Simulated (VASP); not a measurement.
# SnSe (P4/nmm) in VASP: a series of runs

The runs below take SnSe through single point, with PBE+D3(BJ).

Everything below comes from runs of VASP 6.6.1. Logs are shortened: lines on timing, memory, paths and dates and some standing lists are left out, and cuts for length are marked.

### 1 The cell of the first run

The typed cell holds 4 atoms: a = 4.136 Å, b = 4.136 Å, c = 5.849 Å, α = 90.00°, β = 90.00°, γ = 90.00°.

### 2 Single point, PBE+D3(BJ) (25.01 Å³/atom)

INCAR reads:

```
ALGO = Normal ; EDIFF = 1E-6
ENCUT = 520 ; GGA = PE
ISIF = 2 ; ISMEAR = 0
IVDW = 12 ; LASPH = True
LCHARG = False ; LREAL = False
LWAVE = False ; NBANDS = 28
NELM = 60 ; PREC = Accurate
SIGMA = 0.02
```

KPOINTS reads:

```
k-points
0
Gamma
  6 6 6
```

POSCAR reads:

```
SnSe
1.0
    4.1358231226      0.0000000000      0.0000000000
    0.0000000000      4.1358231226      0.0000000000
    0.0000000000      0.0000000000      5.8492038698
Sn Se
2 2
Direct
    0.5000000000      0.0000000000      0.2500887140
    0.0000000000      0.5000000000      0.7499112860
    0.5000000000      0.0000000000      0.7499351865
    0.0000000000      0.5000000000      0.2500648135
```

Potentials or basis: VASP PAW PBE potentials, release 64 (Sn_d, Se).

Launch:

```bash
> cat potpaw_PBE.64/Sn_d/POTCAR potpaw_PBE.64/Se/POTCAR > POTCAR
> mpirun -np 1 vasp_std > vasp.out
```

OUTCAR:

```text
EDIFF = 1E-6
   ENCUT = 520
   GGA = PE
   ISIF = 2
   ISMEAR = 0
   IVDW = 12
   LASPH = True
   LREAL = False
   NELM = 60
   PREC = Accurate
 IVDW          = 12

 ion  position               nearest neighbor table
   1  0.500  0.000  0.250-   3 2.92   4 2.92   4 2.92   4 2.92   4 2.92   3 2.93
   2  0.000  0.500  0.750-   4 2.92   3 2.92   3 2.92   3 2.92   3 2.92   4 2.93
   3  0.500  0.000  0.750-   1 2.92   2 2.92   2 2.92   2 2.92   2 2.92   1 2.93
   4  0.000  0.500  0.250-   2 2.92   1 2.92   1 2.92   1 2.92   1 2.92   2 2.93

  LATTYP: Found a simple tetragonal cell.
 ALAT       =     4.1358231226
 C/A-ratio  =     1.4142780521

  Lattice vectors:

 A1 = (   4.1358231226,   0.0000000000,   0.0000000000)
 A2 = (   0.0000000000,   4.1358231226,   0.0000000000)
 A3 = (   0.0000000000,   0.0000000000,   5.8492038698)

Analysis of symmetry for initial positions (statically):
=====================================================================
 Subroutine PRICEL returns:
 Original cell was already a primitive cell.

 Routine SETGRP: Setting up the symmetry group for a
 simple tetragonal supercell.

 Subroutine GETGRP returns: Found 16 space group operations
 (whereof  8 operations were pure point group operations)
 out of a pool of 16 trial point group operations.

The static configuration has the point symmetry D_2d.
 The point group associated with its full space group is D_4h.

Analysis of symmetry for dynamics (positions and initial velocities):
=====================================================================
 Subroutine PRICEL returns:
 Original cell was already a primitive cell.

 Routine SETGRP: Setting up the symmetry group for a
 simple tetragonal supercell.

 Subroutine GETGRP returns: Found 16 space group operations
 (whereof  8 operations were pure point group operations)
 out of a pool of 16 trial point group operations.

The dynamic configuration has the point symmetry D_2d.
 The point group associated with its full space group is D_4h.

 Subroutine INISYM returns: Found 16 space group operations
 (whereof  8 operations are pure point group operations),
 and found     1 'primitive' translations

----------------------------------------------------------------------------------------

                                     Primitive cell

  volume of cell :     100.0508

  direct lattice vectors                    reciprocal lattice vectors
     4.135823123  0.000000000  0.000000000     0.241789837  0.000000000  0.000000000
     0.000000000  4.135823123  0.000000000     0.000000000  0.241789837  0.000000000
     0.000000000  0.000000000  5.849203870     0.000000000  0.000000000  0.170963437

  length of vectors
     4.135823123  4.135823123  5.849203870     0.241789837  0.241789837  0.170963437

  position of ions in fractional coordinates (direct lattice)
     0.500000000  0.000000000  0.250088714
     0.000000000  0.500000000  0.749911286
     0.500000000  0.000000000  0.749935186
     0.000000000  0.500000000  0.250064814

  ion indices of the primitive-cell ions
   primitive index   ion index
                 1           1
                 2           2
                 3           3
                 4           4

----------------------------------------------------------------------------------------

 KPOINTS: k-points

Automatic generation of k-mesh.
 Grid dimensions read from file:
 generate k-points for:    6    6    6

 Generating k-lattice:

  Cartesian coordinates                     Fractional coordinates (reciprocal lattice)
     0.040298306  0.000000000  0.000000000     0.166666667  0.000000000  0.000000000
     0.000000000  0.040298306  0.000000000     0.000000000  0.166666667  0.000000000
     0.000000000  0.000000000  0.028493906     0.000000000  0.000000000  0.166666667

  Length of vectors
     0.040298306  0.040298306  0.028493906

  Shift w.r.t. Gamma in fractional coordinates (k-lattice)
     0.000000000  0.000000000  0.000000000

 Subroutine IBZKPT returns following result:
 ===========================================

 Found     40 irreducible k-points:

 Following reciprocal coordinates:
            Coordinates               Weight
  0.000000  0.000000  0.000000      1.000000
  0.166667  0.000000  0.000000      4.000000
  0.333333  0.000000  0.000000      4.000000
  0.500000  0.000000  0.000000      2.000000
  0.166667  0.166667  0.000000      4.000000
  0.333333  0.166667  0.000000      8.000000
[... 16 lines left out ...]
  0.333333  0.000000  0.333333      8.000000
  0.500000  0.000000  0.333333      4.000000
 [... further k-points ...]
   k-points           NKPTS =     40   k-points in BZ     NKDIM =     40   number of bands    NBANDS=     28
   number of dos      NEDOS =    301   number of ions     NIONS =      4
   total plane-waves  NPLWV =  49152
   dimension x,y,z NGX =    32 NGY =   32 NGZ =   48
   dimension x,y,z NGXF=    64 NGYF=   64 NGZF=   96
   ions per type =               2   2
   NGX,Y,Z   is equivalent  to a cutoff of  12.86, 12.86, 13.64 a.u.
   NGXF,Y,Z  is equivalent  to a cutoff of  25.73, 25.73, 27.29 a.u.
 SYSTEM =  unknown system
   PREC   = accura    normal or accurate (medium, high low for compatibility)
   ISTART =      0    job   : 0-new  1-cont  2-samecut
   ICHARG =      2    charge: 1-file 2-atom 10-const
   ISPIN  =      1    spin polarized calculation?
   LNONCOLLINEAR =      F non collinear calculations
   LSORBIT =      F    spin-orbit coupling
   LASPH  =      T    aspherical Exc in radial PAW
   ENCUT  =  520.0 eV  38.22 Ry    6.18 a.u.   7.69  7.69 10.88*2*pi/ulx,y,z
   NELM   =     60;   NELMIN=  2; NELMDL= -5     # of ELM steps
   EDIFF  = 0.1E-05   stopping-criterion for ELM
   LREAL  =      F    real-space projection
   EDIFFG = 0.1E-04   stopping-criterion for IOM
   NSW    =      0    number of steps for IOM
   IBRION =     -1    ionic relax: 0-MD 1-quasi-New 2-CG
   NFREE  =      0    steps in history (QN), initial steepest desc. (CG)
   ISIF   =      2    stress and relaxation
   ISYM   =      2    0-nonsym 1-usesym 2-fastsym
   POTIM  = 0.5000    time-step for ionic-motion
   TEBEG  =    0.0;   TEEND  =   0.0 temperature during run
   PSTRESS=    0.0 pullay stress
   NELECT =      40.0000    total number of electrons
   NUPDOWN=      -1.0000    fix difference up-down
   EMIN   =  10.00;   EMAX   =-10.00  energy-range for DOS
   EFERMI =   0.00;   METHOD = LEGACY
   ISMEAR =     0;   SIGMA  =   0.02  broadening in eV -4-tet -1-fermi 0-gaus
   EFERMI_NEDOS =   21; number of points for ismear=-14 and -15
   IALGO  =     38    algorithm
   IMIX   =      4    mixing-type and parameters
     AMIX     =   0.40;   BMIX     =  1.00
     AMIX_MAG =   1.60;   BMIX_MAG =  1.00
  volume/ion in A,a.u.               =      25.01       168.79
  Fermi-wavevector in a.u.,A,eV,Ry     =   1.206020  2.279048 19.789468  1.454485
  Thomas-Fermi vector in A             =   2.341700
   LORBIT       =      0    0 simple, 1 ext, 2 COOP (PROOUT), +10 PAW based schemes
   GGA     = PE    functional components
   LHFCALC =     F    Hartree Fock is set to
   AEXX    =    0.0000 exact exchange contribution
   IVDW    =    12    specifies the selected vdW correction
   LEPSILON=     F    determine dielectric tensor
   LRPA    =     F    only Hartree local field effects (RPA)
 non-spin polarized calculation
 Gauss-broadening in eV      SIGMA  =   0.02
  energy-cutoff  :      520.00
  volume of cell :      100.05
 maximum number of plane-waves:      2725
 NGX is ok and might be reduce to    32
   NGX = 15   NGY = 15   NGZ = 21

 number of electron      39.9999978 magnetization

 Free energy of the ion-electron system (eV)
  ---------------------------------------------------
  ext. energy  EPLUGINS =         0.00000000
  ---------------------------------------------------
  free energy    TOTEN  =       -16.24547999 eV

  energy without entropy =      -16.24547999  energy(sigma->0) =      -16.24547999

 E-fermi :   6.7736     XC(G=0): -10.0001

 val. band max:        6.6558844104   @ k =   0.5000   0.0000   0.3333
 cond. band min:       6.9613346095   @ k =   0.5000   0.0000   0.3333
 fundamental gap:      0.3054501991
 Fermi energy:         6.7736350700

 k-point     1 :       0.0000    0.0000    0.0000
  band No.  band energies     occupation
      1     -15.0594      2.00000
      2     -15.0188      2.00000
      3     -15.0139      2.00000
      4     -15.0115      2.00000
      5     -15.0115      2.00000
      6     -15.0112      2.00000
[... 20 lines left out ...]
     27      12.3418      0.00000
     28      12.4359      0.00000

 k-point     2 :       0.1667    0.0000    0.0000
  band No.  band energies     occupation
      1     -15.0536      2.00000
      2     -15.0147      2.00000
      3     -15.0144      2.00000
      4     -15.0136      2.00000
      5     -15.0112      2.00000
      6     -15.0096      2.00000
[... 20 lines left out ...]
     27      12.4509      0.00000
     28      12.5498      0.00000

 k-point     3 :       0.3333    0.0000    0.0000
  band No.  band energies     occupation
      1     -15.0407      2.00000
      2     -15.0192      2.00000
      3     -15.0176      2.00000
      4     -15.0122      2.00000
      5     -15.0096      2.00000
      6     -15.0047      2.00000
[... 20 lines left out ...]
     27      12.9758      0.00000
     28      13.1755      0.00000

 k-point     4 :       0.5000    0.0000    0.0000
  band No.  band energies     occupation
      1     -15.0281      2.00000
      2     -15.0281      2.00000
      3     -15.0180      2.00000
      4     -15.0180      2.00000
      5     -15.0048      2.00000
      6     -15.0048      2.00000
[... 578 lines left out ...]
     27      11.7041      0.00000
     28      12.0305      0.00000

 k-point    23 :       0.3333    0.0000    0.3333
  band No.  band energies     occupation
      1     -15.0327      2.00000
      2     -15.0225      2.00000
      3     -15.0205      2.00000
      4     -15.0173      2.00000
      5     -15.0085      2.00000
      6     -15.0059      2.00000
[... 20 lines left out ...]
     27      13.1338      0.00000
     28      13.4069      0.00000

 k-point    24 :       0.5000    0.0000    0.3333
  band No.  band energies     occupation
      1     -15.0262      2.00000
      2     -15.0262      2.00000
      3     -15.0224      2.00000
      4     -15.0224      2.00000
      5     -15.0072      2.00000
      6     -15.0072      2.00000
[... 20 lines left out ...]
     27      14.4518      0.00000
     28      14.4518      0.00000

 [... further k-points ...]

------------------------ aborting loop because EDIFF is reached ----------------------------------------

 Edisp (eV)   -1.54434

 E8    (eV) :    -0.6955

  FORCE on cell =-STRESS in cart. coord.  units (eV):
  Direction    XX          YY          ZZ          XY          YZ          ZX
  --------------------------------------------------------------------------------------
  -------------------------------------------------------------------------------------
  Total       2.36030     2.36030     2.34841     0.00000    -0.00000     0.00000
  in kB      37.79706    37.79706    37.60665     0.00000    -0.00000     0.00000
  external pressure =       37.73 kB  Pullay stress =        0.00 kB

 VOLUME and BASIS-vectors are now :
 -----------------------------------------------------------------------------
  energy-cutoff  :      520.00
  volume of cell :      100.05
      direct lattice vectors                 reciprocal lattice vectors
     4.135823123  0.000000000  0.000000000     0.241789837  0.000000000  0.000000000
     0.000000000  4.135823123  0.000000000     0.000000000  0.241789837  0.000000000
     0.000000000  0.000000000  5.849203870     0.000000000  0.000000000  0.170963437

 POSITION                                       TOTAL-FORCE (eV/Angst)
 -----------------------------------------------------------------------------------
      2.06791      0.00000      1.46282         0.000000      0.000000     -0.001566
      0.00000      2.06791      4.38638         0.000000      0.000000      0.001566
      2.06791      0.00000      4.38652        -0.000000      0.000000      0.001281
      0.00000      2.06791      1.46268         0.000000      0.000000     -0.001281
 -----------------------------------------------------------------------------------
    total drift:                                0.000000      0.000000      0.000000

  FREE ENERGIE OF THE ION-ELECTRON SYSTEM (eV)
  ---------------------------------------------------
  free  energy   TOTEN  =       -17.7898164649 eV

  energy  without entropy=      -17.7898164649  energy(sigma->0) =      -17.78981646
```

Wall time 53 s (1 thread of AMD EPYC 9R45 (Zen 5), shared host); peak memory 0.24 GiB.

What came out:

```
Free energy                : -17.7898 eV
Pressure                   : 3.8 GPa
Band gap on the k mesh     : 0.31 eV
Dispersion energy per atom : -0.386 eV
```

Caveat: the cell stands under pressure; semilocal functionals underestimate gaps, and a narrow one can read as zero; spin-orbit coupling is left out, which moves the levels of the heavy elements. A k mesh can miss the band edges.

### 3 Single point, PBE+D3(BJ) (25.81 Å³/atom)

This run uses another cell than the first one, of 25.81 Å³/atom.

INCAR reads:

```
PREC = Accurate ; ENCUT = 520
EDIFF = 1E-6 ; ISMEAR = 0
SIGMA = 0.02 ; LREAL = F
LASPH = T ; NELM = 60
ALGO = Normal ; ISIF = 2
LWAVE = F ; LCHARG = F
GGA = PE ; IVDW = 12
NBANDS = 28
```

KPOINTS reads:

```
Automatic mesh
0
Gamma
  6 6 6
```

POSCAR reads:

```
SnSe
1.0
    4.1793613023      0.0000000000      0.0000000000
    0.0000000000      4.1793613023      0.0000000000
    0.0000000000      0.0000000000      5.9107789618
Sn Se
2 2
Direct
    0.5000000000      0.0000000000      0.2500887140
    0.0000000000      0.5000000000      0.7499112860
    0.5000000000      0.0000000000      0.7499351865
    0.0000000000      0.5000000000      0.2500648135
```

Potentials or basis: VASP PAW PBE potentials, release 64 (Sn_d, Se).

Launch:

```bash
> cat potpaw_PBE.64/Sn_d/POTCAR potpaw_PBE.64/Se/POTCAR > POTCAR
> mpirun -np 1 vasp_std > vasp.out
```

Run time: 50 s. Hardware: 1 thread of AMD EPYC 9R45 (Zen 5), shared host; peak memory 0.24 GiB.

Results (log left out):

| Quantity | Value |
| --- | --- |
| Free energy | -17.8454 eV |
| Pressure | 1.7 GPa |
| Band gap on the k mesh | 0.35 eV |
| Dispersion energy per atom | -0.374 eV |

Levels at points of the mesh, in eV from the valence-band top:
| k point | band 16 | band 17 | band 18 | band 19 | band 20 | band 21 | band 22 | band 23 | band 24 | band 25 |
| --- | --- | --- | --- | --- | --- | --- | --- | --- | --- | --- |
| (0.00, 0.00, 0.00) | -3.93 | -3.93 | -2.38 | -2.38 | -2.38 | 2.81 | 4.50 | 4.50 | 4.50 | 5.63 |
| (0.50, 0.00, 0.00) | -4.30 | -2.27 | -2.27 | -0.61 | -0.61 | 1.28 | 1.28 | 1.73 | 1.73 | 4.33 |
| (0.50, 0.50, 0.00) | -5.89 | -3.93 | -3.93 | -3.93 | -3.93 | 2.81 | 2.81 | 5.63 | 5.63 | 5.63 |
| (0.00, 0.00, 0.50) | -3.24 | -3.24 | -3.24 | -1.78 | -1.77 | 2.23 | 2.23 | 3.75 | 3.75 | 4.63 |
| (0.50, 0.00, 0.50) | -2.12 | -2.12 | -2.12 | -0.07 | -0.07 | 0.76 | 0.76 | 1.19 | 1.19 | 1.19 |
| (0.50, 0.50, 0.50) | -5.08 | -5.08 | -5.08 | -0.82 | -0.82 | 1.51 | 1.51 | 4.83 | 4.83 | 4.84 |

Caveat: semilocal functionals underestimate gaps, and a narrow one can read as zero; spin-orbit coupling is left out, which moves the levels of the heavy elements. A k mesh can miss the band edges.

(Part 1 of 2 ends here.)
